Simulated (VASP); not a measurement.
# SnO2 in VASP: a series of runs, part 2 of 2

VASP 6.6.1.

## Step 4: Single point, PBE

This run uses another cell than the first one, of the same volume but with other edges.

INCAR reads:

```
SYSTEM = SnO2
  PREC = Accurate
  ENCUT = 520
  EDIFF = 1E-6
  ISMEAR = 0
  SIGMA = 0.05
  LREAL = .False.
  LASPH = .True.
  NELM = 60
  ALGO = Normal
  ISIF = 2
  LWAVE = .False.
  LCHARG = .False.
  GGA = PE
  NBANDS = 35
```

KPOINTS reads:

```
Automatic mesh
0
Gamma
  6 6 8
  0 0 0
```

POSCAR reads:

```
SnO2
1.0
    4.9075720859      0.0000000000      0.0000000000
    0.0000000000      4.9075859756      0.0000000000
    0.0000000000      0.0000000000      3.1334847768
Sn O
2 4
Direct
    0.5000000000      0.5000000000      0.5000000000
    0.0000000000      0.0000000000      0.0000000000
    0.2919258790      0.2919837714      0.0000000000
    0.7919258790      0.2080162286      0.5000000000
    0.2080741210      0.7919837714      0.5000000000
    0.7080741210      0.7080162286      0.0000000000
```

Potentials or basis: VASP PAW PBE potentials, release 64 (Sn_d, O).

Started as:

```
cat potpaw_PBE.64/Sn_d/POTCAR potpaw_PBE.64/O/POTCAR > POTCAR
mpirun -np 1 vasp_std > vasp.out
```

OUTCAR:

```text
SYSTEM = SnO2
   PREC = Accurate
   ENCUT = 520
   EDIFF = 1E-6
   ISMEAR = 0
   LREAL = .False.
   LASPH = .True.
   NELM = 60
   ISIF = 2
   GGA = PE

 ion  position               nearest neighbor table
   1  0.500  0.500  0.500-   4 2.03   5 2.03   3 2.13   6 2.13   3 2.13   6 2.13
   2  0.000  0.000  0.000-   3 2.03   6 2.03   5 2.13   4 2.13   4 2.13   5 2.13
   3  0.292  0.292  0.000-   2 2.03   1 2.13   1 2.13
   4  0.792  0.208  0.500-   1 2.03   2 2.13   2 2.13
   5  0.208  0.792  0.500-   1 2.03   2 2.13   2 2.13
   6  0.708  0.708  0.000-   2 2.03   1 2.13   1 2.13

  LATTYP: Found a simple tetragonal cell.
 ALAT       =     4.9075720859
 C/A-ratio  =     0.6385000000

  Lattice vectors:

 A1 = (   4.9075720859,   0.0000000000,   0.0000000000)
 A2 = (   0.0000000000,   4.9075859756,   0.0000000000)
 A3 = (   0.0000000000,   0.0000000000,   3.1334847768)

Analysis of symmetry for initial positions (statically):
=====================================================================
 Subroutine PRICEL returns:
 Original cell was already a primitive cell.

 Routine SETGRP: Setting up the symmetry group for a
 simple tetragonal supercell.

 Subroutine GETGRP returns: Found  8 space group operations
 (whereof  4 operations were pure point group operations)
 out of a pool of 16 trial point group operations.

The static configuration has the point symmetry C_2h.
 The point group associated with its full space group is D_2h.

Analysis of symmetry for dynamics (positions and initial velocities):
=====================================================================
 Subroutine PRICEL returns:
 Original cell was already a primitive cell.

 Routine SETGRP: Setting up the symmetry group for a
 simple tetragonal supercell.
[... 131 lines left out ...]
   IALGO  =     38    algorithm
   IMIX   =      4    mixing-type and parameters
     AMIX     =   0.40;   BMIX     =  1.00
     AMIX_MAG =   1.60;   BMIX_MAG =  1.00
  volume/ion in A,a.u.               =      12.58        84.88
  Fermi-wavevector in a.u.,A,eV,Ry     =   1.445956  2.732461 28.446926  2.090790
  Thomas-Fermi vector in A             =   2.564080
   LORBIT       =      0    0 simple, 1 ext, 2 COOP (PROOUT), +10 PAW based schemes
   GGA     = PE    functional components
   LHFCALC =     F    Hartree Fock is set to
   AEXX    =    0.0000 exact exchange contribution
   IVDW    =     0    specifies the selected vdW correction
   LEPSILON=     F    determine dielectric tensor
   LRPA    =     F    only Hartree local field effects (RPA)
 non-spin polarized calculation
 Gauss-broadening in eV      SIGMA  =   0.05
  energy-cutoff  :      520.00
  volume of cell :       75.47
 maximum number of plane-waves:      2047
   NGX = 19   NGY = 19   NGZ = 11

 number of electron      51.9999987 magnetization

 Free energy of the ion-electron system (eV)
  ---------------------------------------------------
  ext. energy  EPLUGINS =         0.00000000
  ---------------------------------------------------
  free energy    TOTEN  =       -36.88914113 eV

  energy without entropy =      -36.88914113  energy(sigma->0) =      -36.88914113

 E-fermi :   5.7573     XC(G=0): -10.9799

 val. band max:        5.5920531144   @ k =   0.0000   0.0000   0.0000
 cond. band min:       5.9225294033   @ k =   0.0000   0.0000   0.0000
 fundamental gap:      0.3304762888
 Fermi energy:         5.7573263895

 k-point     1 :       0.0000    0.0000    0.0000
  band No.  band energies     occupation
      1     -15.6583      2.00000
      2     -14.9975      2.00000
      3     -14.8057      2.00000
      4     -14.7147      2.00000
      5     -14.7147      2.00000
      6     -14.7006      2.00000
[... 901 lines left out ...]
     34      17.0086      0.00000
     35      17.2136      0.00000

 [... further k-points ...]

------------------------ aborting loop because EDIFF is reached ----------------------------------------

  FORCE on cell =-STRESS in cart. coord.  units (eV):
  Direction    XX          YY          ZZ          XY          YZ          ZX
  --------------------------------------------------------------------------------------
  -------------------------------------------------------------------------------------
  Total       -1.1366501     -1.1326799      2.7695847      0.0000000      0.0000000      0.0000000
  in kB      -24.1309920    -24.0467057     58.7980653      0.0000000      0.0000000      0.0000000
  external PRESSURE =       3.5401225 kB  Pullay stress =       0.0000000 kB

 VOLUME and BASIS-vectors are now :
 -----------------------------------------------------------------------------
  energy-cutoff  :      520.00
  volume of cell :       75.47
      direct lattice vectors                 reciprocal lattice vectors
     4.907572086  0.000000000  0.000000000     0.203766747  0.000000000  0.000000000
     0.000000000  4.907585976  0.000000000     0.000000000  0.203766170  0.000000000
     0.000000000  0.000000000  3.133484777     0.000000000  0.000000000  0.319133511

 POSITION                                       TOTAL-FORCE (eV/Angst)
 -----------------------------------------------------------------------------------
      2.45379      2.45379      1.56674         0.000000      0.000000      0.000000
      0.00000      0.00000      0.00000         0.000000      0.000000      0.000000
      1.43265      1.43294      0.00000         1.222466      1.222258      0.000000
      3.88643      1.02086      1.56674         1.222466     -1.222258      0.000000
      1.02114      3.88673      1.56674        -1.222466      1.222258      0.000000
      3.47492      3.47465      0.00000        -1.222466     -1.222258      0.000000
 -----------------------------------------------------------------------------------
    total drift:                                0.000000      0.000000      0.000000

  FREE ENERGIE OF THE ION-ELECTRON SYSTEM (eV)
  ---------------------------------------------------
  free  energy   TOTEN  =       -36.8891411343 eV

  energy  without entropy=      -36.8891411307  energy(sigma->0) =      -36.88914113
```

Wall time 58 s (1 thread of Intel Xeon 6975P-C (Granite Rapids), shared host); peak memory 0.28 GiB.

Results:

```yaml
Free_energy: -36.8891 eV
Pressure: 0.4 GPa
Largest_force: 1.729 eV/Å
Band_gap_on_the_k_mesh: 0.33 eV
```

Forces in eV/Å, atoms in the order of the input:
```
Sn   0.000  0.000  0.000
Sn   0.000  0.000  0.000
O    1.222  1.222  0.000
O    1.222 -1.222  0.000
O   -1.222  1.222  0.000
O   -1.222 -1.222  0.000
```

Stress tensor (GPa, compression positive):
```
-2.41  0.00  0.00
 0.00 -2.40  0.00
 0.00  0.00  5.88
```

Caveat: the stress differs along the axes, from -2 to 6 GPa; semilocal functionals underestimate gaps, and a narrow one can read as zero; spin-orbit coupling is left out, which moves the levels of the heavy elements; forces of over 1 eV/Å act on the atoms, so gaps and moduli don't describe the material at rest.

## Step 5: Single point, PBE

This run uses another cell than the first one, of the same volume but with other edges.

INCAR reads:

```
PREC = Accurate
ENCUT = 520
EDIFF = 1E-7
ISMEAR = 0
SIGMA = 0.05
LREAL = F
LASPH = T
NELM = 60
ALGO = Normal
ISIF = 2
LWAVE = F
LCHARG = F
GGA = PE
NBANDS = 35
```

KPOINTS reads:

```
regular mesh
0
Gamma
  6 6 8
```

POSCAR reads:

```
SnO2
1.0
    4.8804606745      0.0000000000      0.0000000000
    0.0000000000      4.8804744875      0.0000000000
    0.0000000000      0.0000000000      3.1683950699
Sn O
2 4
Direct
    0.5000000000      0.5000000000      0.5000000000
    0.0000000000      0.0000000000      0.0000000000
    0.2992491604      0.2993070528      0.0000000000
    0.7992491604      0.2006929472      0.5000000000
    0.2007508396      0.7993070528      0.5000000000
    0.7007508396      0.7006929472      0.0000000000
```

Potentials or basis: VASP PAW PBE potentials, release 64 (Sn_d, O).

Started as:

```
cat potpaw_PBE.64/Sn_d/POTCAR potpaw_PBE.64/O/POTCAR > POTCAR
mpirun -np 1 vasp_std > vasp.out
```

OUTCAR:

```text
PREC = Accurate
   ENCUT = 520
   EDIFF = 1E-7
   ISMEAR = 0
   LREAL = F
   LASPH = T
   NELM = 60
   ISIF = 2
   GGA = PE

 ion  position               nearest neighbor table
   1  0.500  0.500  0.500-   4 2.07   5 2.07   3 2.10   6 2.10   3 2.10   6 2.10
   2  0.000  0.000  0.000-   3 2.07   6 2.07   5 2.10   4 2.10   4 2.10   5 2.10
   3  0.299  0.299  0.000-   2 2.07   1 2.10   1 2.10
   4  0.799  0.201  0.500-   1 2.07   2 2.10   2 2.10
   5  0.201  0.799  0.500-   1 2.07   2 2.10   2 2.10
   6  0.701  0.701  0.000-   2 2.07   1 2.10   1 2.10

  LATTYP: Found a simple tetragonal cell.
 ALAT       =     4.8804606745
 C/A-ratio  =     0.6492000000

  Lattice vectors:

 A1 = (   4.8804606745,   0.0000000000,   0.0000000000)
 A2 = (   0.0000000000,   4.8804744875,   0.0000000000)
 A3 = (   0.0000000000,   0.0000000000,   3.1683950699)

Analysis of symmetry for initial positions (statically):
=====================================================================
 Subroutine PRICEL returns:
 Original cell was already a primitive cell.

 Routine SETGRP: Setting up the symmetry group for a
 simple tetragonal supercell.

 Subroutine GETGRP returns: Found  8 space group operations
 (whereof  4 operations were pure point group operations)
 out of a pool of 16 trial point group operations.

The static configuration has the point symmetry C_2h.
 The point group associated with its full space group is D_2h.

Analysis of symmetry for dynamics (positions and initial velocities):
=====================================================================
 Subroutine PRICEL returns:
 Original cell was already a primitive cell.

 Routine SETGRP: Setting up the symmetry group for a
 simple tetragonal supercell.

 Subroutine GETGRP returns: Found  8 space group operations
 (whereof  4 operations were pure point group operations)
 out of a pool of 16 trial point group operations.

[... 130 lines left out ...]
  volume/ion in A,a.u.               =      12.58        84.88
  Fermi-wavevector in a.u.,A,eV,Ry     =   1.445956  2.732461 28.446926  2.090790
  Thomas-Fermi vector in A             =   2.564080
   LORBIT       =      0    0 simple, 1 ext, 2 COOP (PROOUT), +10 PAW based schemes
   GGA     = PE    functional components
   LHFCALC =     F    Hartree Fock is set to
   AEXX    =    0.0000 exact exchange contribution
   IVDW    =     0    specifies the selected vdW correction
   LEPSILON=     F    determine dielectric tensor
   LRPA    =     F    only Hartree local field effects (RPA)
 non-spin polarized calculation
 Gauss-broadening in eV      SIGMA  =   0.05
  energy-cutoff  :      520.00
  volume of cell :       75.47
 maximum number of plane-waves:      2060
   NGX = 19   NGY = 19   NGZ = 11

 number of electron      52.0000019 magnetization

 Free energy of the ion-electron system (eV)
  ---------------------------------------------------
  ext. energy  EPLUGINS =         0.00000000
  ---------------------------------------------------
  free energy    TOTEN  =       -37.19185106 eV

  energy without entropy =      -37.19185106  energy(sigma->0) =      -37.19185106

 E-fermi :   5.7786     XC(G=0): -10.9741

 val. band max:        5.5533070689   @ k =   0.0000   0.0000   0.0000
 cond. band min:       6.1173228940   @ k =   0.0000   0.0000   0.0000
 fundamental gap:      0.5640158251
 Fermi energy:         5.7786345732

 k-point     1 :       0.0000    0.0000    0.0000
  band No.  band energies     occupation
      1     -15.5756      2.00000
      2     -14.9086      2.00000
      3     -14.7173      2.00000
      4     -14.6602      2.00000
      5     -14.6602      2.00000
      6     -14.6099      2.00000
[... 901 lines left out ...]
     34      17.1123      0.00000
     35      17.2297      0.00000

 [... further k-points ...]

------------------------ aborting loop because EDIFF is reached ----------------------------------------

  FORCE on cell =-STRESS in cart. coord.  units (eV):
  Direction    XX          YY          ZZ          XY          YZ          ZX
  --------------------------------------------------------------------------------------
  -------------------------------------------------------------------------------------
  Total       -0.7170903     -0.7145172      2.0476684      0.0000000      0.0000000      0.0000000
  in kB      -15.2237705    -15.1691446     43.4718400      0.0000000      0.0000000      0.0000000
  external PRESSURE =       4.3596417 kB  Pullay stress =       0.0000000 kB

 VOLUME and BASIS-vectors are now :
 -----------------------------------------------------------------------------
  energy-cutoff  :      520.00
  volume of cell :       75.47
      direct lattice vectors                 reciprocal lattice vectors
     4.880460675  0.000000000  0.000000000     0.204898690  0.000000000  0.000000000
     0.000000000  4.880474487  0.000000000     0.000000000  0.204898110  0.000000000
     0.000000000  0.000000000  3.168395070     0.000000000  0.000000000  0.315617206

 POSITION                                       TOTAL-FORCE (eV/Angst)
 -----------------------------------------------------------------------------------
      2.44023      2.44024      1.58420         0.000000      0.000000      0.000000
      0.00000      0.00000      0.00000         0.000000      0.000000      0.000000
      1.46047      1.46076      0.00000         0.622316      0.622092     -0.000000
      3.90070      0.97948      1.58420         0.622316     -0.622092     -0.000000
      0.97976      3.90100      1.58420        -0.622316      0.622092      0.000000
      3.41999      3.41971      0.00000        -0.622316     -0.622092      0.000000
 -----------------------------------------------------------------------------------
    total drift:                                0.000000      0.000000      0.000000

  FREE ENERGIE OF THE ION-ELECTRON SYSTEM (eV)
  ---------------------------------------------------
  free  energy   TOTEN  =       -37.1918510630 eV

  energy  without entropy=      -37.1918510630  energy(sigma->0) =      -37.19185106
```

OSZICAR:

```text
N       E                     dE             d eps       ncg     rms          rms(c)
DAV:   1     0.631800757955E+03    0.63180E+03   -0.25532E+04  6191   0.228E+03
DAV:   2     0.584705666626E+02   -0.57333E+03   -0.54133E+03  6016   0.609E+02
DAV:   3    -0.381753390804E+02   -0.96646E+02   -0.94839E+02  6221   0.208E+02
DAV:   4    -0.431734324871E+02   -0.49981E+01   -0.49644E+01  6998   0.512E+01
DAV:   5    -0.433051495382E+02   -0.13172E+00   -0.13149E+00  6987   0.876E+00    0.156E+01
DAV:   6    -0.371202464943E+02    0.61849E+01   -0.17450E+01  8831   0.642E+01    0.606E+00
DAV:   7    -0.372240765079E+02   -0.10383E+00   -0.20469E+00  6461   0.788E+00    0.318E+00
DAV:   8    -0.371992075007E+02    0.24869E-01   -0.19032E-01  8413   0.382E+00    0.751E-01
DAV:   9    -0.371910182282E+02    0.81893E-02   -0.34676E-02  9229   0.277E+00    0.129E-01
DAV:  10    -0.371917729760E+02   -0.75475E-03   -0.40978E-03  7454   0.563E-01    0.463E-02
DAV:  11    -0.371918524027E+02   -0.79427E-04   -0.18803E-04  8673   0.116E-01    0.199E-02
DAV:  12    -0.371918537042E+02   -0.13015E-05   -0.12263E-05  8168   0.253E-02    0.119E-02
DAV:  13    -0.371918511397E+02    0.25645E-05   -0.68674E-06  7969   0.321E-02    0.138E-03
DAV:  14    -0.371918510630E+02    0.76684E-07   -0.55601E-07  6706   0.485E-03
   1 F= -.37191851E+02 E0= -.37191851E+02  d E =-.148224E-12
```

stdout:

```text
POSCAR found type information on POSCAR SnO
 POSCAR found :  2 types and       6 ions
 scaLAPACK will be used
 LDA part: xc-table for (Slater+PW92), standard interpolation
 POSCAR, INCAR and KPOINTS ok, starting setup
 FFT: planning ... GRIDC
 FFT: planning ... GRID_SOFT
 FFT: planning ... GRID
 WAVECAR not read
 entering main loop
```

It took 58 s on 1 thread of Intel Xeon 6975P-C (Granite Rapids), shared host; peak memory 0.29 GiB.

What came out:

* Free energy: -37.1919 eV
* Pressure: 0.4 GPa
* Largest force: 0.880 eV/Å
* Band gap on the k mesh: 0.56 eV

Forces on the atoms (eV/Å):
```
Sn   0.000  0.000  0.000
Sn   0.000  0.000  0.000
O    0.622  0.622  0.000
O    0.622 -0.622  0.000
O   -0.622  0.622  0.000
O   -0.622 -0.622  0.000
```

Stress tensor (GPa, compression positive):
```
-1.52  0.00  0.00
 0.00 -1.52  0.00
 0.00  0.00  4.35
```

Caveat: the stress differs along the axes, from -2 to 4 GPa; semilocal functionals underestimate gaps, and a narrow one can read as zero; spin-orbit coupling is left out, which moves the levels of the heavy elements.

## Step 6: Single point, PBE

This run uses another cell than the first one, of the same volume but with other edges.

INCAR reads:

```
  ALGO = Normal
  EDIFF = 1E-7
  ENCUT = 520
  GGA = PE
  ISIF = 2
  ISMEAR = 0
  LASPH = T
  LCHARG = F
  LREAL = F
  LWAVE = F
  NBANDS = 35
  NELM = 100
  PREC = Accurate
  SIGMA = 0.05
```

KPOINTS reads:

```
k-points
0
Gamma
  6 6 8
```

POSCAR reads:

```
SnO2
1.0
    4.8804606745      0.0000000000      0.0000000000
    0.0000000000      4.8804744875      0.0000000000
    0.0000000000      0.0000000000      3.1683950699
Sn O
2 4
Direct
    0.5000000000      0.5000000000      0.5000000000
    0.0000000000      0.0000000000      0.0000000000
    0.3431888489      0.3432467413      0.0000000000
    0.8431888489      0.1567532587      0.5000000000
    0.1568111511      0.8432467413      0.5000000000
    0.6568111511      0.6567532587      0.0000000000
```

Potentials or basis: VASP PAW PBE potentials, release 64 (Sn_d, O).

Started as:

```
cat potpaw_PBE.64/Sn_d/POTCAR potpaw_PBE.64/O/POTCAR > POTCAR
mpirun -np 1 vasp_std > vasp.out
```

It took 2.2 min on 1 thread of AMD EPYC 9R45 (Zen 5), shared host; peak memory 0.26 GiB.

Results (log left out):

```
Free energy            : -34.0141 eV
Pressure               : 28.5 GPa
Largest force          : 7.158 eV/Å
Band gap on the k mesh : 1.45 eV (least direct gap 1.55 eV)
```

Forces in eV/Å, atoms in the order of the input:
```
Sn   0.000  0.000  0.000
Sn   0.000  0.000  0.000
O   -5.062 -5.061  0.000
O   -5.062  5.061  0.000
O    5.062 -5.061  0.000
O    5.062  5.061  0.000
```

Stress tensor (GPa, compression positive):
```
20.89  0.00  0.00
 0.00 20.87  0.00
 0.00  0.00 43.67
```

Levels at points of the mesh, in eV from the valence-band top:
```csv
k point,band 23,band 24,band 25,band 26,band 27,band 28,band 29,band 30
"(0.00, 0.00, 0.00)",-0.88,-0.40,-0.40,-0.10,1.45,4.86,6.80,6.80
"(0.50, 0.00, 0.00)",-0.88,-0.88,-0.83,-0.83,4.02,4.02,6.72,6.72
"(0.00, 0.50, 0.00)",-0.88,-0.88,-0.83,-0.83,4.02,4.02,6.72,6.72
"(0.50, 0.50, 0.00)",-0.82,-0.82,-0.63,-0.63,3.75,3.75,6.88,6.88
"(0.00, 0.00, 0.50)",-1.36,-1.36,-1.04,-1.04,7.12,7.12,8.09,8.09
"(0.50, 0.00, 0.50)",-1.04,-1.04,0.00,0.00,6.70,6.70,7.42,7.42
"(0.00, 0.50, 0.50)",-1.04,-1.04,0.00,0.00,6.70,6.70,7.42,7.42
"(0.50, 0.50, 0.50)",-1.09,-1.09,-0.83,-0.83,6.70,6.70,7.19,7.19
```

Caveat: the stress differs along the axes, from 21 to 44 GPa; spin-orbit coupling is left out, which moves the levels of the heavy elements; forces of over 1 eV/Å act on the atoms, so gaps and moduli don't describe the material at rest. A k mesh can miss the band edges.

## Step 7: Summary

```tsv
cell	gap on the mesh (eV)	pressure (GPa)	largest force (eV/Å)
a = 4.964, b = 4.964, c = 3.063 Å, 6 atoms, atomic positions A	1.99	28.1	5.62
a = 4.802, b = 4.802, c = 3.272 Å, 6 atoms, atomic positions A	1.00	14.5	5.10
a = 4.908, b = 4.908, c = 3.133 Å, 6 atoms, atomic positions B	0.33	0.4	1.73
a = 4.880, b = 4.880, c = 3.168 Å, 6 atoms, atomic positions C	0.56	0.4	0.88
a = 4.880, b = 4.880, c = 3.168 Å, 6 atoms, atomic positions D	1.45	28.5	7.16
```

Alike in all rows: task single point; level PBE; potentials or basis VASP PAW PBE potentials, release 64 (Sn_d, O); no spin polarisation; k mesh 6 × 6 × 8; cutoff (eV) 520; smearing gaussian 0.05 eV.

Caveats: spin-orbit coupling is left out, which moves the levels of the heavy elements; forces of over 1 eV/Å act on the atoms, so gaps and moduli don't describe the material at rest (at least some runs); semilocal functionals underestimate gaps, and a narrow one can read as zero (at least some runs); the stress differs along the axes, from 17 to 49 GPa (at least some runs); the stress differs along the axes, from 13 to 18 GPa (at least some runs); the stress differs along the axes, from -2 to 6 GPa (at least some runs); the stress differs along the axes, from -2 to 4 GPa (at least some runs).

Absolute energies hang on the potentials; compare differences alone.
